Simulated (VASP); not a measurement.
# Mo (I4/mmm) in VASP: a series of runs

The runs below take Mo through single point, with PBE.

Everything below comes from runs of VASP 6.6.1. Logs are shortened: lines on timing, memory, paths and dates and some standing lists are left out, and cuts for length are marked.

### 1 The cell of the first run

The structure is tetragonal, space group I4/mmm (No. 139). The conventional cell has a = 2.964 Å, b = 2.964 Å, c = 4.352 Å, α = 90.00°, β = 90.00°, γ = 90.00°. Within 3.9 Å of Mo (site symmetry 4/mmm) lie 12 Mo at 2.96 to 3.02 Å.

### 2 Single point, PBE (strain +0.040 along x and y, +0.080 along z)

INCAR reads:

```
ALGO = Fast ; EDIFF = 1E-7
ENCUT = 520 ; GGA = PE
ISIF = 2 ; ISMEAR = 0
LASPH = True ; LCHARG = False
LREAL = False ; LWAVE = False
NBANDS = 13 ; NELM = 100
PREC = Accurate ; SIGMA = 0.15
```

KPOINTS reads:

```
k-points
0
Gamma
  20 20 20
```

POSCAR reads:

```
Mo
1.0
    0.0000000000      2.0956000000      2.1762000000
    2.0956000000      0.0000000000      2.1762000000
    2.0956000000      2.0956000000      0.0000000000
Mo
1
Direct
    0.0000000000      0.0000000000      0.0000000000
```

Potentials or basis: VASP PAW PBE potentials, release 64 (Mo_sv).

Launch:

```bash
$ cat potpaw_PBE.64/Mo_sv/POTCAR > POTCAR
$ mpirun -np 1 vasp_std > vasp.out
```

OUTCAR:

```text
EDIFF = 1E-7
   ENCUT = 520
   GGA = PE
   ISIF = 2
   ISMEAR = 0
   LASPH = True
   LREAL = False
   NELM = 100
   PREC = Accurate

 ion  position               nearest neighbor table
   1  0.000  0.000  0.000-

  LATTYP: Found a body centered tetragonal cell.
 ALAT       =     2.9636259413
 C/A-ratio  =     1.4686063917

  Lattice vectors:

 A1 = (  -2.0956000000,   0.0000000000,   2.1762000000)
 A2 = (   2.0956000000,   0.0000000000,   2.1762000000)
 A3 = (   0.0000000000,   2.0956000000,  -2.1762000000)

Analysis of symmetry for initial positions (statically):
=====================================================================
 Subroutine PRICEL returns:
 Original cell was already a primitive cell.

 Routine SETGRP: Setting up the symmetry group for a
 body centered tetragonal supercell.

 Subroutine GETGRP returns: Found 16 space group operations
 (whereof 16 operations were pure point group operations)
 out of a pool of 16 trial point group operations.

The static configuration has the point symmetry D_4h.

Analysis of symmetry for dynamics (positions and initial velocities):
=====================================================================
 Subroutine PRICEL returns:
 Original cell was already a primitive cell.

 Routine SETGRP: Setting up the symmetry group for a
 body centered tetragonal supercell.

 Subroutine GETGRP returns: Found 16 space group operations
 (whereof 16 operations were pure point group operations)
 out of a pool of 16 trial point group operations.

The dynamic configuration has the point symmetry D_4h.

 Subroutine INISYM returns: Found 16 space group operations
 (whereof 16 operations are pure point group operations),
 and found     1 'primitive' translations

----------------------------------------------------------------------------------------

                                     Primitive cell

  volume of cell :      19.1137

  direct lattice vectors                    reciprocal lattice vectors
     0.000000000  2.095600000  2.176200000    -0.238595152  0.238595152  0.229758294
     2.095600000  0.000000000  2.176200000     0.238595152 -0.238595152  0.229758294
     2.095600000  2.095600000  0.000000000     0.238595152  0.238595152 -0.229758294

  length of vectors
     3.021156368  3.021156368  2.963625941     0.408220733  0.408220733  0.408220733

  position of ions in fractional coordinates (direct lattice)
     0.000000000  0.000000000  0.000000000

  ion indices of the primitive-cell ions
   primitive index   ion index
                 1           1

----------------------------------------------------------------------------------------

 KPOINTS: k-points

Automatic generation of k-mesh.
 Grid dimensions read from file:
 generate k-points for:   20   20   20

 Generating k-lattice:

  Cartesian coordinates                     Fractional coordinates (reciprocal lattice)
    -0.011929758  0.011929758  0.011487915     0.050000000  0.000000000  0.000000000
     0.011929758 -0.011929758  0.011487915     0.000000000  0.050000000  0.000000000
     0.011929758  0.011929758 -0.011487915    -0.000000000 -0.000000000  0.050000000

  Length of vectors
     0.020411037  0.020411037  0.020411037

  Shift w.r.t. Gamma in fractional coordinates (k-lattice)
     0.000000000  0.000000000  0.000000000

 Subroutine IBZKPT returns following result:
 ===========================================

 Found    641 irreducible k-points:

 Following reciprocal coordinates:
            Coordinates               Weight
  0.000000  0.000000  0.000000      1.000000
  0.050000  0.000000  0.000000      8.000000
  0.100000 -0.000000  0.000000      8.000000
  0.150000 -0.000000  0.000000      8.000000
  0.200000 -0.000000  0.000000      8.000000
  0.250000 -0.000000  0.000000      8.000000
[... 16 lines left out ...]
 -0.400000  0.050000  0.000000      8.000000
 -0.350000  0.050000  0.000000      8.000000
 [... further k-points ...]
   k-points           NKPTS =    641   k-points in BZ     NKDIM =    641   number of bands    NBANDS=     13
   number of dos      NEDOS =    301   number of ions     NIONS =      1
   total plane-waves  NPLWV =  13824
   dimension x,y,z NGX =    24 NGY =   24 NGZ =   24
   dimension x,y,z NGXF=    48 NGYF=   48 NGZF=   48
   ions per type =               1
   NGX,Y,Z   is equivalent  to a cutoff of  13.21, 13.21, 13.46 a.u.
   NGXF,Y,Z  is equivalent  to a cutoff of  26.41, 26.41, 26.93 a.u.
 SYSTEM =  unknown system
   PREC   = accura    normal or accurate (medium, high low for compatibility)
   ISTART =      0    job   : 0-new  1-cont  2-samecut
   ICHARG =      2    charge: 1-file 2-atom 10-const
   ISPIN  =      1    spin polarized calculation?
   LNONCOLLINEAR =      F non collinear calculations
   LSORBIT =      F    spin-orbit coupling
   LASPH  =      T    aspherical Exc in radial PAW
   ENCUT  =  520.0 eV  38.22 Ry    6.18 a.u.   5.62  5.62  5.51*2*pi/ulx,y,z
   NELM   =    100;   NELMIN=  2; NELMDL= -5     # of ELM steps
   EDIFF  = 0.1E-06   stopping-criterion for ELM
   LREAL  =      F    real-space projection
   EDIFFG = 0.1E-05   stopping-criterion for IOM
   NSW    =      0    number of steps for IOM
   IBRION =     -1    ionic relax: 0-MD 1-quasi-New 2-CG
   NFREE  =      0    steps in history (QN), initial steepest desc. (CG)
   ISIF   =      2    stress and relaxation
   ISYM   =      2    0-nonsym 1-usesym 2-fastsym
   POTIM  = 0.5000    time-step for ionic-motion
   TEBEG  =    0.0;   TEEND  =   0.0 temperature during run
   PSTRESS=    0.0 pullay stress
   NELECT =      14.0000    total number of electrons
   NUPDOWN=      -1.0000    fix difference up-down
   EMIN   =  10.00;   EMAX   =-10.00  energy-range for DOS
   EFERMI =   0.00;   METHOD = LEGACY
   ISMEAR =     0;   SIGMA  =   0.15  broadening in eV -4-tet -1-fermi 0-gaus
   EFERMI_NEDOS =   21; number of points for ismear=-14 and -15
   IALGO  =     68    algorithm
   IMIX   =      4    mixing-type and parameters
     AMIX     =   0.40;   BMIX     =  1.00
     AMIX_MAG =   1.60;   BMIX_MAG =  1.00
  volume/ion in A,a.u.               =      19.11       128.99
  Fermi-wavevector in a.u.,A,eV,Ry     =   1.475714  2.788696 29.629856  2.177733
  Thomas-Fermi vector in A             =   2.590330
   LORBIT       =      0    0 simple, 1 ext, 2 COOP (PROOUT), +10 PAW based schemes
   GGA     = PE    functional components
   LHFCALC =     F    Hartree Fock is set to
   AEXX    =    0.0000 exact exchange contribution
   IVDW    =     0    specifies the selected vdW correction
   LEPSILON=     F    determine dielectric tensor
   LRPA    =     F    only Hartree local field effects (RPA)
 non-spin polarized calculation
 RMM-DIIS sequential band-by-band and
 Gauss-broadening in eV      SIGMA  =   0.15
  energy-cutoff  :      520.00
  volume of cell :       19.11
 maximum number of plane-waves:       540
   NGX = 11   NGY = 11   NGZ = 11

 number of electron      14.0000002 magnetization

 Free energy of the ion-electron system (eV)
  ---------------------------------------------------
  ext. energy  EPLUGINS =         0.00000000
  ---------------------------------------------------
  free energy    TOTEN  =       -10.20992296 eV

  energy without entropy =      -10.19112841  energy(sigma->0) =      -10.20052569

 E-fermi :   9.2998     XC(G=0): -12.2764

 val. band max:        9.2992598750   @ k =   0.2500   0.0500   0.1500
 cond. band min:       9.3030019236   @ k =   0.2000   0.1500   0.0500
 fundamental gap:      0.0037420487
 Fermi energy:         9.2997636664

 k-point     1 :       0.0000    0.0000    0.0000
  band No.  band energies     occupation
      1     -51.5887      2.00000
      2     -25.2277      2.00000
      3     -25.2011      2.00000
      4     -25.2011      2.00000
      5       3.1306      2.00000
      6       8.5114      2.00000
      7       8.8902      1.99989
      8       8.8902      1.99989
      9      10.5538      0.00000
     10      11.0556      0.00000
     11      22.2082      0.00000
     12      25.9920      0.00000
     13      26.9595      0.00000

 k-point     2 :       0.0500    0.0000    0.0000
  band No.  band energies     occupation
      1     -51.5861      2.00000
      2     -25.2373      2.00000
      3     -25.2128      2.00000
      4     -25.2030      2.00000
      5       3.2155      2.00000
      6       8.5197      2.00000
      7       8.8650      1.99996
      8       8.9274      1.99955
      9      10.5332      0.00000
     10      11.0238      0.00000
     11      22.3593      0.00000
     12      25.9032      0.00000
     13      26.7394      0.00000

 k-point     3 :       0.1000   -0.0000    0.0000
  band No.  band energies     occupation
      1     -51.5786      2.00000
      2     -25.2835      2.00000
      3     -25.2285      2.00000
      4     -25.2087      2.00000
      5       3.4632      2.00000
      6       8.4867      2.00000
      7       8.8505      1.99998
      8       9.0291      1.98929
      9      10.4900      0.00000
     10      10.9437      0.00000
     11      22.7799      0.00000
     12      25.1986      0.00000
     13      26.8964      0.00000
[... 305 lines left out ...]
 k-point    23 :      -0.4000    0.0500    0.0000
  band No.  band energies     occupation
      1     -51.4878      2.00000
      2     -25.8856      2.00000
      3     -25.3451      2.00000
      4     -25.2726      2.00000
      5       5.5375      2.00000
      6       8.4683      2.00000
      7       8.9478      1.99910
      8       9.6008      0.00454
      9      11.9112      0.00000
     10      12.5752      0.00000
     11      18.7858      0.00000
     12      22.2468      0.00000
     13      26.5517      0.00000

 k-point    24 :      -0.3500    0.0500    0.0000
  band No.  band energies     occupation
      1     -51.4981      2.00000
      2     -25.8194      2.00000
      3     -25.3356      2.00000
      4     -25.2624      2.00000
      5       5.5079      2.00000
      6       8.5811      2.00000
      7       8.9873      1.99678
      8       9.0463      1.98314
      9      11.5472      0.00000
     10      12.2074      0.00000
     11      19.7572      0.00000
     12      22.7721      0.00000
     13      27.2093      0.00000

 [... further k-points ...]

------------------------ aborting loop because EDIFF is reached ----------------------------------------

  FORCE on cell =-STRESS in cart. coord.  units (eV):
  Direction    XX          YY          ZZ          XY          YZ          ZX
  --------------------------------------------------------------------------------------
  -------------------------------------------------------------------------------------
  Total       -3.6450795     -3.6450795     -3.0279571      0.0000000      0.0000000      0.0000000
  in kB     -305.5427641   -305.5427641   -253.8135038      0.0000000      0.0000000      0.0000000
  external PRESSURE =    -288.2996773 kB  Pullay stress =       0.0000000 kB

 VOLUME and BASIS-vectors are now :
 -----------------------------------------------------------------------------
  energy-cutoff  :      520.00
  volume of cell :       19.11
      direct lattice vectors                 reciprocal lattice vectors
     0.000000000  2.095600000  2.176200000    -0.238595152  0.238595152  0.229758294
     2.095600000  0.000000000  2.176200000     0.238595152 -0.238595152  0.229758294
     2.095600000  2.095600000  0.000000000     0.238595152  0.238595152 -0.229758294

 POSITION                                       TOTAL-FORCE (eV/Angst)
 -----------------------------------------------------------------------------------
      0.00000      0.00000      0.00000         0.000000      0.000000     -0.000000
 -----------------------------------------------------------------------------------
    total drift:                                0.000000      0.000000     -0.000000

  FREE ENERGIE OF THE ION-ELECTRON SYSTEM (eV)
  ---------------------------------------------------
  free  energy   TOTEN  =       -10.2099229604 eV

  energy  without entropy=      -10.1911284149  energy(sigma->0) =      -10.20052569
```

It took 55 s on 1 thread of Intel Xeon 6975P-C (Granite Rapids), shared host; peak memory 0.26 GiB.

What came out:

```yaml
Free_energy: -10.2099 eV
Pressure: -28.8 GPa
Band_gap_on_the_k_mesh: zero (band 7 reaches 12.31 eV, above the bottom of band 8 at 8.87 eV)
```

Stress tensor (GPa, compression positive):
```
-30.55   0.00   0.00
  0.00 -30.55   0.00
  0.00   0.00 -25.38
```

Levels at points of the mesh, in eV from the Fermi level:
| k point | band 5 | band 6 | band 7 | band 8 | band 9 | band 10 |
| --- | --- | --- | --- | --- | --- | --- |
| (0.00, 0.00, 0.00) | -6.17 | -0.79 | -0.41 | -0.41 | 1.25 | 1.76 |
| (0.50, 0.00, 0.00) | -3.84 | -0.86 | -0.46 | 1.08 | 2.98 | 3.18 |
| (0.50, 0.50, 0.00) | -3.93 | -3.32 | 2.72 | 3.08 | 3.50 | 3.50 |
| (0.50, 0.00, 0.50) | -3.92 | -3.36 | 3.01 | 3.34 | 3.36 | 3.71 |

Caveat: the cell differs from its parent crystal (strain +0.040 along x and y, +0.080 along z).

### 3 Single point, PBE (strain +0.080 along x and y, +0.040 along z)

INCAR reads:

```
SYSTEM = Mo
PREC = Accurate
ENCUT = 520
EDIFF = 1E-7
ISMEAR = 0
SIGMA = 0.15
LREAL = .False.
LASPH = .True.
NELM = 60
ALGO = Fast
ISIF = 2
LWAVE = .False.
LCHARG = .True.
GGA = PE
LELF = .True.
LVHAR = .True.
NBANDS = 13
```

KPOINTS reads:

```
regular mesh
0
Gamma
  20 20 20
  0 0 0
```

POSCAR reads:

```
Mo
1.0
    0.0000000000      2.1762000000      2.0956000000
    2.1762000000      0.0000000000      2.0956000000
    2.1762000000      2.1762000000      0.0000000000
Mo
1
Direct
    0.0000000000      0.0000000000      0.0000000000
```

Potentials or basis: VASP PAW PBE potentials, release 64 (Mo_sv).

Launch:

```bash
$ cat potpaw_PBE.64/Mo_sv/POTCAR > POTCAR
$ mpirun -np 1 vasp_std > vasp.out
```

OUTCAR:

```text
SYSTEM = Mo
   PREC = Accurate
   ENCUT = 520
   EDIFF = 1E-7
   ISMEAR = 0
   LREAL = .False.
   LASPH = .True.
   NELM = 60
   ISIF = 2
   GGA = PE

 ion  position               nearest neighbor table
   1  0.000  0.000  0.000-

  LATTYP: Found a body centered tetragonal cell.
 ALAT       =     3.0776115544
 C/A-ratio  =     1.3618352823

  Lattice vectors:

 A1 = (   0.0000000000,  -2.1762000000,  -2.0956000000)
 A2 = (   0.0000000000,   2.1762000000,  -2.0956000000)
 A3 = (   2.1762000000,   0.0000000000,   2.0956000000)

Analysis of symmetry for initial positions (statically):
=====================================================================
 Subroutine PRICEL returns:
 Original cell was already a primitive cell.

 Routine SETGRP: Setting up the symmetry group for a
 body centered tetragonal supercell.

 Subroutine GETGRP returns: Found 16 space group operations
 (whereof 16 operations were pure point group operations)
 out of a pool of 16 trial point group operations.

The static configuration has the point symmetry D_4h.

Analysis of symmetry for dynamics (positions and initial velocities):
[... 170 lines left out ...]
      4     -25.7638      2.00000
      5       2.7798      2.00000
      6       8.1919      2.00000
      7       8.1919      2.00000
      8       8.5370      1.99079
      9      10.0115      0.00000
     10      10.4541      0.00000
     11      21.6609      0.00000
     12      25.6036      0.00000
     13      25.6036      0.00000
[... 354 lines left out ...]
  band No.  band energies     occupation
      1     -52.0382      2.00000
      2     -26.3029      2.00000
      3     -25.8657      2.00000
      4     -25.8467      2.00000
      5       5.1403      2.00000
      6       8.2127      2.00000
      7       8.3980      1.99991
      8       8.5695      1.97847
      9      10.9905      0.00000
     10      11.4466      0.00000
     11      18.9738      0.00000
     12      22.1554      0.00000
     13      26.6062      0.00000

 [... further k-points ...]

------------------------ aborting loop because EDIFF is reached ----------------------------------------

  FORCE on cell =-STRESS in cart. coord.  units (eV):
  Direction    XX          YY          ZZ          XY          YZ          ZX
  --------------------------------------------------------------------------------------
  -------------------------------------------------------------------------------------
  Total       -3.7629850     -3.7629850     -4.4994295      0.0000000     -0.0000000     -0.0000000
  in kB     -303.7435542   -303.7435542   -363.1884558      0.0000000     -0.0000000     -0.0000000
  external PRESSURE =    -323.5585214 kB  Pullay stress =       0.0000000 kB

 VOLUME and BASIS-vectors are now :
 -----------------------------------------------------------------------------
  energy-cutoff  :      520.00
  volume of cell :       19.85
      direct lattice vectors                 reciprocal lattice vectors
     0.000000000  2.176200000  2.095600000    -0.229758294  0.229758294  0.238595152
     2.176200000  0.000000000  2.095600000     0.229758294 -0.229758294  0.238595152
     2.176200000  2.176200000  0.000000000     0.229758294  0.229758294 -0.238595152

 POSITION                                       TOTAL-FORCE (eV/Angst)
 -----------------------------------------------------------------------------------
      0.00000      0.00000      0.00000         0.000000      0.000000     -0.000000
 -----------------------------------------------------------------------------------
    total drift:                               -0.000000      0.000000      0.000000

  FREE ENERGIE OF THE ION-ELECTRON SYSTEM (eV)
  ---------------------------------------------------
  free  energy   TOTEN  =       -10.0706659956 eV

  energy  without entropy=      -10.0513644968  energy(sigma->0) =      -10.06101525
```

OSZICAR:

```text
N       E                     dE             d eps       ncg     rms          rms(c)
DAV:   1     0.922113277737E+02    0.92211E+02   -0.79548E+03 16735   0.108E+03
DAV:   2    -0.964668157283E+01   -0.10186E+03   -0.98313E+02 19431   0.302E+02
DAV:   3    -0.108728939268E+02   -0.12262E+01   -0.12190E+01 18576   0.331E+01
DAV:   4    -0.108760383354E+02   -0.31444E-02   -0.31442E-02 18561   0.205E+00
DAV:   5    -0.108760626839E+02   -0.24349E-04   -0.24347E-04 18941   0.160E-01    0.852E+00
RMM:   6    -0.101306994990E+02    0.74536E+00   -0.10491E+00 16671   0.899E+00    0.191E+00
RMM:   7    -0.100739675256E+02    0.56732E-01   -0.17591E-01 17051   0.351E+00    0.114E+00
RMM:   8    -0.100711027431E+02    0.28648E-02   -0.13000E-02 18153   0.124E+00    0.171E-01
RMM:   9    -0.100706763342E+02    0.42641E-03   -0.13024E-03 18662   0.359E-01    0.362E-02
RMM:  10    -0.100706668930E+02    0.94411E-05   -0.21929E-04 19076   0.151E-01    0.326E-02
RMM:  11    -0.100706654324E+02    0.14607E-05   -0.27244E-05 18694   0.645E-02    0.136E-03
RMM:  12    -0.100706658209E+02   -0.38851E-06   -0.37843E-06 19132   0.250E-02    0.111E-03
RMM:  13    -0.100706659673E+02   -0.14643E-06   -0.57318E-07 16379   0.999E-03    0.679E-04
RMM:  14    -0.100706655832E+02    0.38416E-06   -0.31264E-07 13354   0.639E-03    0.183E-03
RMM:  15    -0.100706659685E+02   -0.38535E-06   -0.14562E-07 10385   0.448E-03    0.214E-04
RMM:  16    -0.100706659956E+02   -0.27144E-07   -0.16706E-08  9397   0.166E-03
   1 F= -.10070666E+02 E0= -.10061015E+02  d E =-.193015E-01
```

stdout:

```text
POSCAR found type information on POSCAR Mo
 POSCAR found :  1 types and       1 ions
 scaLAPACK will be used
 LDA part: xc-table for (Slater+PW92), standard interpolation
 POSCAR, INCAR and KPOINTS ok, starting setup
 FFT: planning ... GRIDC
 FFT: planning ... GRID_SOFT
 FFT: planning ... GRID
 WAVECAR not read
 entering main loop
```

It took 1.9 min on 1 thread of AMD EPYC 9R45 (Zen 5), shared host; peak memory 0.24 GiB.

What came out:

* Free energy: -10.0707 eV
* Pressure: -32.4 GPa
* Band gap on the k mesh: zero (band 7 reaches 11.67 eV, above the bottom of band 8 at 8.42 eV)

Stress tensor (GPa, compression positive):
```
-30.37   0.00   0.00
  0.00 -30.37   0.00
  0.00   0.00 -36.32
```

Caveat: the cell differs from its parent crystal (strain +0.080 along x and y, +0.040 along z).
